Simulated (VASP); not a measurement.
# MoS2 (Pm) in VASP: single point with PBEsol

Aim: the single point of MoS2 with PBEsol.

Program: VASP 6.6.1. These are calculated values, not measurements. Logs are shortened: lines on timing, memory, paths and dates and some standing lists are left out, and cuts for length are marked.

## Step 1: The cell of the first run

Symmetry: Pm, No. 6, monoclinic system. Conventional cell: a = 3.141 Å, b = 12.579 Å, c = 3.141 Å, α = 90.00°, β = 120.00°, γ = 90.00°. Mo (site symmetry m) has 6 S at 2.38 to 2.41 Å and 6 Mo at 3.14 Å within 3.2 Å. Mo (site symmetry m) has 6 S at 2.39 Å and 6 Mo at 3.14 Å within 3.2 Å. S (site symmetry 1) has 3 Mo at 2.39 Å and 7 S at 3.12 to 3.14 Å within 3.2 Å. S (site symmetry 1) has 3 Mo at 2.38 to 2.41 Å and 7 S at 3.12 to 3.14 Å within 3.2 Å.

## Step 2: Single point, PBEsol (atom 1 (Mo) moved +0.025 Å towards its neighbour atom 1 (Mo) at 3.141 Å)

Contents of INCAR:

```
SYSTEM = MoS2
PREC = Accurate ; ENCUT = 520
EDIFF = 1E-6 ; ISMEAR = 0
SIGMA = 0.05 ; LREAL = .False.
LASPH = .True. ; NELM = 60
ALGO = Normal ; ISIF = 2
LWAVE = .False. ; LCHARG = .False.
GGA = PS ; NBANDS = 35
```

Contents of KPOINTS:

```
regular mesh
0
Gamma
  12 12 2
  0 0 0
```

Contents of POSCAR:

```
MoS2
1.0
    3.1414322073      0.0000000000      0.0000000000
   -1.5707161036      2.7205600958      0.0000000000
    0.0000000000      0.0000000000     12.5788196111
Mo S
2 4
Direct
    0.3253751797      0.6587085131      0.2500000000
    0.6666666667      0.3333333333      0.7500000000
    0.3333333333      0.6666666667      0.6260538431
    0.6666666667      0.3333333333      0.1260538431
    0.3333333333      0.6666666667      0.8739461569
    0.6666666667      0.3333333333      0.3739461569
```

Potentials or basis: VASP PAW PBE potentials, release 64 (Mo_sv, S).

Run with:

```console
$ cat potpaw_PBE.64/Mo_sv/POTCAR potpaw_PBE.64/S/POTCAR > POTCAR
$ mpirun -np 1 vasp_std > vasp.out
```

OUTCAR:

```text
SYSTEM = MoS2
   PREC = Accurate
   ENCUT = 520
   EDIFF = 1E-6
   ISMEAR = 0
   LREAL = .False.
   LASPH = .True.
   NELM = 60
   ISIF = 2
   GGA = PS

 ion  position               nearest neighbor table
   1  0.325  0.659  0.250-   4 2.38   6 2.38   4 2.39   6 2.39   4 2.41   6 2.41
   2  0.667  0.333  0.750-   3 2.39   5 2.39   3 2.39   5 2.39   3 2.39   5 2.39
   3  0.333  0.667  0.626-   2 2.39   2 2.39   2 2.39
   4  0.667  0.333  0.126-   1 2.38   1 2.39   1 2.41
   5  0.333  0.667  0.874-   2 2.39   2 2.39   2 2.39
   6  0.667  0.333  0.374-   1 2.38   1 2.39   1 2.41

  LATTYP: Found a hexagonal cell.
 ALAT       =     3.1414322073
 C/A-ratio  =     4.0041671381

  Lattice vectors:

 A1 = (   3.1414322073,   0.0000000000,   0.0000000000)
 A2 = (  -1.5707161036,   2.7205600958,   0.0000000000)
 A3 = (   0.0000000000,   0.0000000000,  12.5788196111)

Analysis of symmetry for initial positions (statically):
=====================================================================
 Subroutine PRICEL returns:
 Original cell was already a primitive cell.

 Routine SETGRP: Setting up the symmetry group for a
 hexagonal supercell.

 Subroutine GETGRP returns: Found  2 space group operations
 (whereof  1 operations were pure point group operations)
 out of a pool of 24 trial point group operations.

The static configuration has the point symmetry C_1 .
 The point group associated with its full space group is C_1h.

Analysis of symmetry for dynamics (positions and initial velocities):
=====================================================================
 Subroutine PRICEL returns:
 Original cell was already a primitive cell.

 Routine SETGRP: Setting up the symmetry group for a
 hexagonal supercell.

 Subroutine GETGRP returns: Found  2 space group operations
 (whereof  1 operations were pure point group operations)
 out of a pool of 24 trial point group operations.

The dynamic configuration has the point symmetry C_1 .
 The point group associated with its full space group is C_1h.

 Subroutine INISYM returns: Found  2 space group operations
 (whereof  1 operations are pure point group operations),
 and found     1 'primitive' translations

----------------------------------------------------------------------------------------

                                     Primitive cell

  volume of cell :     107.5043

[... 98 lines left out ...]
   EDIFFG = 0.1E-04   stopping-criterion for IOM
   NSW    =      0    number of steps for IOM
   IBRION =     -1    ionic relax: 0-MD 1-quasi-New 2-CG
   NFREE  =      0    steps in history (QN), initial steepest desc. (CG)
   ISIF   =      2    stress and relaxation
   ISYM   =      2    0-nonsym 1-usesym 2-fastsym
   POTIM  = 0.5000    time-step for ionic-motion
   TEBEG  =    0.0;   TEEND  =   0.0 temperature during run
   PSTRESS=    0.0 pullay stress
   NELECT =      52.0000    total number of electrons
   NUPDOWN=      -1.0000    fix difference up-down
   EMIN   =  10.00;   EMAX   =-10.00  energy-range for DOS
   EFERMI =   0.00;   METHOD = LEGACY
   ISMEAR =     0;   SIGMA  =   0.05  broadening in eV -4-tet -1-fermi 0-gaus
   EFERMI_NEDOS =   21; number of points for ismear=-14 and -15
   IALGO  =     38    algorithm
   IMIX   =      4    mixing-type and parameters
     AMIX     =   0.40;   BMIX     =  1.00
     AMIX_MAG =   1.60;   BMIX_MAG =  1.00
  volume/ion in A,a.u.               =      17.92       120.91
  Fermi-wavevector in a.u.,A,eV,Ry     =   1.285091  2.428470 22.469472  1.651460
  Thomas-Fermi vector in A             =   2.417246
   LORBIT       =      0    0 simple, 1 ext, 2 COOP (PROOUT), +10 PAW based schemes
   GGA     = PS    functional components
   LHFCALC =     F    Hartree Fock is set to
   AEXX    =    0.0000 exact exchange contribution
   IVDW    =     0    specifies the selected vdW correction
   LEPSILON=     F    determine dielectric tensor
   LRPA    =     F    only Hartree local field effects (RPA)
 non-spin polarized calculation
 Gauss-broadening in eV      SIGMA  =   0.05
  energy-cutoff  :      520.00
  volume of cell :      107.50
 maximum number of plane-waves:      2922
   NGX = 11   NGY = 11   NGZ = 47

 number of electron      52.0000000 magnetization

 Free energy of the ion-electron system (eV)
  ---------------------------------------------------
  ext. energy  EPLUGINS =         0.00000000
  ---------------------------------------------------
  free energy    TOTEN  =       -46.89913333 eV

  energy without entropy =      -46.89913333  energy(sigma->0) =      -46.89913333

 E-fermi :   7.5228     XC(G=0): -10.9248

 val. band max:        7.2596916361   @ k =   0.0000   0.0000   0.0000
 cond. band min:       8.2425226946   @ k =  -0.1667   0.3333   0.0000
 fundamental gap:      0.9828310585
 Fermi energy:         7.5227561706

 k-point     1 :       0.0000    0.0000    0.0000
  band No.  band energies     occupation
      1     -54.0229      2.00000
      2     -54.0221      2.00000
      3     -28.2343      2.00000
      4     -28.2341      2.00000
      5     -27.9749      2.00000
      6     -27.9717      2.00000
[... 901 lines left out ...]
     34      10.7327      0.00000
     35      15.0112      0.00000

 [... further k-points ...]

------------------------ aborting loop because EDIFF is reached ----------------------------------------

  FORCE on cell =-STRESS in cart. coord.  units (eV):
  Direction    XX          YY          ZZ          XY          YZ          ZX
  --------------------------------------------------------------------------------------
  -------------------------------------------------------------------------------------
  Total        0.1387098     -0.1567288     -0.0175972      0.0838030      0.0000000      0.0000000
  in kB        2.0672446     -2.3357880     -0.2622578      1.2489477      0.0000000      0.0000000
  external PRESSURE =      -0.1769337 kB  Pullay stress =       0.0000000 kB

 VOLUME and BASIS-vectors are now :
 -----------------------------------------------------------------------------
  energy-cutoff  :      520.00
  volume of cell :      107.50
      direct lattice vectors                 reciprocal lattice vectors
     3.141432207  0.000000000  0.000000000     0.318326144  0.183785685  0.000000000
    -1.570716104  2.720560096  0.000000000     0.000000000  0.367571369  0.000000000
     0.000000000  0.000000000 12.578819611     0.000000000  0.000000000  0.079498715

 POSITION                                       TOTAL-FORCE (eV/Angst)
 -----------------------------------------------------------------------------------
     -0.01250      1.79206      3.14470         0.264007      0.451477     -0.000000
      1.57072      0.90685      9.43411        -0.000344     -0.000616     -0.000000
     -0.00000      1.81371      7.87502        -0.000374     -0.000616     -0.000322
      1.57072      0.90685      1.58561        -0.131457     -0.224814     -0.007799
     -0.00000      1.81371     10.99321        -0.000374     -0.000616      0.000322
      1.57072      0.90685      4.70380        -0.131457     -0.224814      0.007799
 -----------------------------------------------------------------------------------
    total drift:                                0.000070      0.000138      0.000000

  FREE ENERGIE OF THE ION-ELECTRON SYSTEM (eV)
  ---------------------------------------------------
  free  energy   TOTEN  =       -46.8991333287 eV

  energy  without entropy=      -46.8991333287  energy(sigma->0) =      -46.89913333
```

OSZICAR:

```text
N       E                     dE             d eps       ncg     rms          rms(c)
DAV:   1     0.439827607453E+03    0.43983E+03   -0.29340E+04 11400   0.141E+03
DAV:   2    -0.268039402852E+02   -0.46663E+03   -0.45124E+03 12439   0.366E+02
DAV:   3    -0.493370397443E+02   -0.22533E+02   -0.22120E+02 12705   0.737E+01
DAV:   4    -0.497809605387E+02   -0.44392E+00   -0.44284E+00 12341   0.105E+01
DAV:   5    -0.497895166121E+02   -0.85561E-02   -0.85548E-02 12293   0.147E+00    0.367E+01
DAV:   6    -0.476140126639E+02    0.21755E+01   -0.11413E+01 11318   0.217E+01    0.123E+01
DAV:   7    -0.472710495358E+02    0.34296E+00   -0.52168E+00 11130   0.139E+01    0.834E+00
DAV:   8    -0.468996972954E+02    0.37135E+00   -0.85536E-01 11089   0.620E+00    0.297E+00
DAV:   9    -0.469072875936E+02   -0.75903E-02   -0.10369E-01 12154   0.158E+00    0.134E+00
DAV:  10    -0.468992661146E+02    0.80215E-02   -0.33884E-02 11387   0.124E+00    0.387E-01
DAV:  11    -0.468992842968E+02   -0.18182E-04   -0.18005E-03 11378   0.235E-01    0.190E-01
DAV:  12    -0.468991361257E+02    0.14817E-03   -0.33586E-04 11496   0.103E-01    0.107E-01
DAV:  13    -0.468991308853E+02    0.52404E-05   -0.14723E-04 11974   0.589E-02    0.796E-03
DAV:  14    -0.468991326188E+02   -0.17335E-05   -0.93719E-06 10130   0.157E-02    0.184E-02
DAV:  15    -0.468991333287E+02   -0.70992E-06   -0.90058E-07  7521   0.508E-03
   1 F= -.46899133E+02 E0= -.46899133E+02  d E =-.931577E-16
```

stdout:

```text
POSCAR found type information on POSCAR MoS
 POSCAR found :  2 types and       6 ions
 scaLAPACK will be used
 -----------------------------------------------------------------------------
|                                                                             |
|                                                                             |
|     You enforced a specific xc type in the INCAR file but a different       |
|     I HOPE YOU KNOW WHAT YOU ARE DOING!                                     |
|                                                                             |
 -----------------------------------------------------------------------------

 LDA part: xc-table for (Slater+PW92), standard interpolation
 POSCAR, INCAR and KPOINTS ok, starting setup
 FFT: planning ... GRIDC
 FFT: planning ... GRID_SOFT
 FFT: planning ... GRID
 WAVECAR not read
 entering main loop
```

Wall time 7 min (1 thread of Intel Xeon Platinum 8259CL at 2.50GHz (Skylake/Cascade Lake), shared host); peak memory 0.53 GiB.

What came out:

* Free energy: -46.8991 eV
* Pressure: 0.0 GPa
* Largest force: 0.523 eV/Å
* Band gap on the k mesh: 0.98 eV (least direct gap 1.74 eV)

Forces on the atoms (eV/Å):
```
Mo   0.264  0.451  0.000
Mo   0.000 -0.001  0.000
S    0.000 -0.001  0.000
S   -0.131 -0.225 -0.008
S    0.000 -0.001  0.000
S   -0.131 -0.225  0.008
```

Stress tensor (GPa, compression positive):
```
 0.21  0.12  0.00
 0.12 -0.23  0.00
 0.00  0.00 -0.03
```

Levels at points of the mesh, in eV from the valence-band top:
```csv
k point,band 22,band 23,band 24,band 25,band 26,band 27,band 28,band 29,band 30,band 31
"(0.00, 0.00, 0.00)",-2.04,-1.93,-1.31,-1.13,0.00,2.17,2.30,2.30,2.43,2.47
"(0.50, 0.00, 0.00)",-2.47,-1.55,-1.41,-1.32,-1.24,1.79,1.83,2.19,2.45,3.05
"(0.00, 0.50, 0.00)",-2.43,-1.56,-1.42,-1.30,-1.20,1.81,1.85,2.19,2.45,2.98
"(0.50, 0.50, 0.00)",-2.45,-1.57,-1.43,-1.30,-1.20,1.80,1.84,2.19,2.45,3.01
"(0.00, 0.00, 0.50)",-2.05,-2.05,-1.93,-0.29,-0.29,2.17,2.30,2.30,2.42,2.52
"(0.50, 0.00, 0.50)",-2.56,-1.48,-1.48,-1.29,-1.27,1.80,1.82,2.33,2.33,3.35
"(0.00, 0.50, 0.50)",-2.52,-1.50,-1.48,-1.27,-1.22,1.82,1.84,2.33,2.33,3.27
"(0.50, 0.50, 0.50)",-2.56,-1.51,-1.48,-1.27,-1.23,1.82,1.82,2.33,2.33,3.32
```

Caveat: the cell differs from its parent crystal (atom 1 (Mo) moved +0.025 Å towards its neighbour atom 1 (Mo) at 3.141 Å); the PAW data sets were made with another functional, which shifts forces and pressure a little; this functional lacks dispersion, which binds layers or chains, so the pressure and a relaxed spacing across them are unreliable. A k mesh can miss the band edges.
